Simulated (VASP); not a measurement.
# Mg2BeF6 (a cell with a defect) in VASP: settings compared, part 2 of 2

VASP 6.6.1. Earlier steps stand in the parts before.

## (3) Single point, PBEsol

INCAR

```
PREC = Accurate
ENCUT = 520
EDIFF = 1E-6
ISMEAR = -1
SIGMA = 0.05
LREAL = F
LASPH = T
NELM = 100
ALGO = Normal
ISIF = 2
LWAVE = F
LCHARG = F
GGA = PS
NBANDS = 34
```

KPOINTS

```
Automatic mesh
0
Gamma
  2 2 2
  0.5 0.5 0.5
```

POSCAR

```
Mg2BeF6
1.0
    7.9825440000      0.0000000000      0.0000000000
    0.0000000000      3.9912720000      0.0000000000
    0.0000000000      0.0000000000      3.9912720000
Be Mg F
1 2 6
Direct
    0.4991340000      0.9960950000      0.0058930000
    0.2527450000      0.5019930000      0.5028870000
    0.7510300000      0.4960090000      0.5013370000
    0.2481600000      0.5004350000      0.0008890000
    0.7521500000      0.4977300000      0.9994050000
    0.9991590000      0.4988220000      0.4876190000
    0.5029790000      0.4949170000      0.4924680000
    0.2502760000      0.9917120000      0.5060380000
    0.7510050000      0.0072120000      0.5033170000
```

Potentials or basis: VASP PAW PBE potentials, release 64 (Be, Mg, F).

Run with:

```console
$ cat potpaw_PBE.64/Be/POTCAR potpaw_PBE.64/Mg/POTCAR potpaw_PBE.64/F/POTCAR > POTCAR
$ mpirun -np 1 vasp_std > vasp.out
```

OUTCAR:

```text
PREC = Accurate
   ENCUT = 520
   EDIFF = 1E-6
   ISMEAR = -1
   LREAL = F
   LASPH = T
   NELM = 100
   ISIF = 2
   GGA = PS

 ion  position               nearest neighbor table
   1  0.499  0.996  0.006-
   2  0.253  0.502  0.503-   8 1.95   4 1.99   7 2.00   4 2.00   6 2.03   8 2.04
   3  0.751  0.496  0.501-   9 1.95   7 1.98   6 1.98   5 1.99   5 2.00   9 2.04
   4  0.248  0.500  0.001-   2 1.99   2 2.00
   5  0.752  0.498  0.999-   3 1.99   3 2.00
   6  0.999  0.499  0.488-   3 1.98   2 2.03
   7  0.503  0.495  0.492-   3 1.98   2 2.00
   8  0.250  0.992  0.506-   2 1.95   2 2.04
   9  0.751  0.007  0.503-   3 1.95   3 2.04

  LATTYP: Found a simple tetragonal cell.
 ALAT       =     3.9912720000
 C/A-ratio  =     2.0000000000

  Lattice vectors:

 A1 = (   0.0000000000,   3.9912720000,   0.0000000000)
 A2 = (   0.0000000000,   0.0000000000,   3.9912720000)
 A3 = (   7.9825440000,   0.0000000000,   0.0000000000)

Analysis of symmetry for initial positions (statically):
=====================================================================
 Subroutine PRICEL returns:
 Original cell was already a primitive cell.

 Routine SETGRP: Setting up the symmetry group for a
 simple tetragonal supercell.

 Subroutine GETGRP returns: Found  1 space group operations
 (whereof  1 operations were pure point group operations)
 out of a pool of 16 trial point group operations.

The static configuration has the point symmetry C_1 .

Analysis of symmetry for dynamics (positions and initial velocities):
=====================================================================
 Subroutine PRICEL returns:
 Original cell was already a primitive cell.

 Routine SETGRP: Setting up the symmetry group for a
 simple tetragonal supercell.

 Subroutine GETGRP returns: Found  1 space group operations
 (whereof  1 operations were pure point group operations)
[... 119 lines left out ...]
   LORBIT       =      0    0 simple, 1 ext, 2 COOP (PROOUT), +10 PAW based schemes
   GGA     = PS    functional components
   LHFCALC =     F    Hartree Fock is set to
   AEXX    =    0.0000 exact exchange contribution
   IVDW    =     0    specifies the selected vdW correction
   LEPSILON=     F    determine dielectric tensor
   LRPA    =     F    only Hartree local field effects (RPA)
 non-spin polarized calculation
  energy-cutoff  :      520.00
  volume of cell :      127.16
 maximum number of plane-waves:      3424
 NGX is ok and might be reduce to    60
   NGX = 29   NGY = 15   NGZ = 15

 number of electron      47.9999984 magnetization

 Free energy of the ion-electron system (eV)
  ---------------------------------------------------
  ext. energy  EPLUGINS =         0.00000000
  ---------------------------------------------------
  free energy    TOTEN  =       -41.06288487 eV

  energy without entropy =      -41.05964837  energy(sigma->0) =      -41.06126662

 E-fermi :  -1.1024     XC(G=0):  -8.5097

 val. band max:       -1.4186845955   @ k =   0.2500  -0.2500  -0.2500
 cond. band min:      -0.7996380063   @ k =   0.2500  -0.2500   0.2500
 fundamental gap:      0.6190465891
 Fermi energy:        -1.1024492824

 k-point     1 :       0.2500    0.2500    0.2500
  band No.  band energies     occupation
      1     -24.1091      2.00000
      2     -22.7630      2.00000
      3     -22.6196      2.00000
      4     -22.5295      2.00000
      5     -22.3903      2.00000
      6     -20.2469      2.00000
[... 137 lines left out ...]
     33      11.1092      0.00000
     34      11.2336      0.00000

------------------------ aborting loop because EDIFF is reached ----------------------------------------

  FORCE on cell =-STRESS in cart. coord.  units (eV):
  Direction    XX          YY          ZZ          XY          YZ          ZX
  --------------------------------------------------------------------------------------
  -------------------------------------------------------------------------------------
  Total      -11.1979501     -5.1206657     -5.4267697     -0.1600593     -0.0079803     -0.0397169
  in kB     -141.0863959    -64.5168322    -68.3735297     -2.0166363     -0.1005465     -0.5004060
  external PRESSURE =     -91.3255859 kB  Pullay stress =       0.0000000 kB

 VOLUME and BASIS-vectors are now :
 -----------------------------------------------------------------------------
  energy-cutoff  :      520.00
  volume of cell :      127.16
      direct lattice vectors                 reciprocal lattice vectors
     7.982544000  0.000000000  0.000000000     0.125273346  0.000000000  0.000000000
     0.000000000  3.991272000  0.000000000     0.000000000  0.250546693  0.000000000
     0.000000000  0.000000000  3.991272000     0.000000000  0.000000000  0.250546693

 POSITION                                       TOTAL-FORCE (eV/Angst)
 -----------------------------------------------------------------------------------
      3.98436      3.97569      0.02352         0.064557     -0.005045      0.098089
      2.01755      2.00359      2.00716        -2.595388     -0.321286     -0.083375
      5.99513      1.97971      2.00097         2.475831      0.328507     -0.071872
      1.98095      1.99737      0.00355         1.889297     -0.025683      0.031342
      6.00407      1.98658      3.98890        -1.849567      0.083364      0.028455
      7.97583      1.99093      1.94622         0.201368      0.003098      0.103433
      4.01505      1.97535      1.96557        -0.224187      0.029360     -0.076246
      1.99784      3.95819      2.01974         1.876580      0.403754     -0.009896
      5.99493      0.02879      2.00888        -1.838491     -0.496068     -0.019928
 -----------------------------------------------------------------------------------
    total drift:                                0.002297     -0.001867      0.001430

  FREE ENERGIE OF THE ION-ELECTRON SYSTEM (eV)
  ---------------------------------------------------
  free  energy   TOTEN  =       -41.0628848657 eV

  energy  without entropy=      -41.0596483700  energy(sigma->0) =      -41.06126662
```

It took 36 s on 1 thread of AMD EPYC 7R43 (Zen 3), shared host; peak memory 0.18 GiB.

What came out:

```
Free energy            : -41.0629 eV
Pressure               : -9.1 GPa
Largest force          : 2.617 eV/Å
Band gap on the k mesh : 0.62 eV
```

Forces on the atoms (eV/Å):
```
Be   0.065 -0.005  0.098
Mg  -2.595 -0.321 -0.083
Mg   2.476  0.329 -0.072
F    1.889 -0.026  0.031
F   -1.850  0.083  0.028
F    0.201  0.003  0.103
F   -0.224  0.029 -0.076
F    1.877  0.404 -0.010
F   -1.838 -0.496 -0.020
```

Caveat: the k points lie up to 0.79 Å⁻¹ apart; the PAW data sets were made with another functional, which shifts forces and pressure a little.

## (4) Single point, r2SCAN

POSCAR is that of step 3.

INCAR.step1

```
SYSTEM = Mg2BeF6
PREC = Accurate ; ENCUT = 520
ISMEAR = -1 ; SIGMA = 0.05
LREAL = .False. ; LASPH = .True.
NELM = 80 ; NELECT = 50.0
NBANDS = 34 ; GGA = PE
ALGO = Normal ; EDIFF = 1E-4
LWAVE = .True. ; LCHARG = .False.
```

INCAR.step2

```
SYSTEM = Mg2BeF6
PREC = Accurate ; ENCUT = 520
EDIFF = 1E-7 ; ISMEAR = -1
SIGMA = 0.05 ; LREAL = .False.
LASPH = .True. ; NELM = 80
ALGO = Normal ; ISIF = 2
LWAVE = .False. ; LCHARG = .False.
METAGGA = R2SCAN ; LMIXTAU = .True.
NELECT = 50.0 ; NBANDS = 34
ISTART = 1
```

KPOINTS is that of step 3.

Run with:

```console
$ cat potpaw_PBE.64/Be/POTCAR potpaw_PBE.64/Mg/POTCAR potpaw_PBE.64/F/POTCAR > POTCAR
$ cp INCAR.step1 INCAR
$ mpirun -np 1 vasp_std > vasp.out
$ cp INCAR.step2 INCAR
$ mpirun -np 1 vasp_std > vasp.out
```

Wall time 2.2 min (1 thread of AMD EPYC 7R43 (Zen 3), shared host); peak memory 0.2 GiB.

It converged, with:

```
Free energy   : -55.0118 eV
Largest force : 0.567 eV/Å
```

Forces in eV/Å, atoms in the order of the input:
```
Be   0.038  0.010  0.004
Mg  -0.209 -0.281 -0.073
Mg   0.114  0.288 -0.067
F   -0.330 -0.064  0.010
F    0.344  0.065  0.004
F    0.195  0.008  0.141
F   -0.148  0.041  0.060
F   -0.373  0.361 -0.047
F    0.369 -0.429 -0.032
```

Levels at points of the mesh, in eV from the Fermi level:
| k point | band 23 | band 24 | band 25 | band 26 | band 27 | band 28 |
| --- | --- | --- | --- | --- | --- | --- |
| (0.25, 0.25, 0.25) | -6.09 | -5.97 | -1.23 | 2.38 | 2.51 | 3.07 |

Caveat: the k points lie up to 0.79 Å⁻¹ apart; the cell carries a net charge on a neutralising background, which shifts energy and pressure; the cell is charged against a uniform background, so pressure and absolute levels hang on convention; the PAW data sets were made with another functional, which shifts forces and pressure a little.
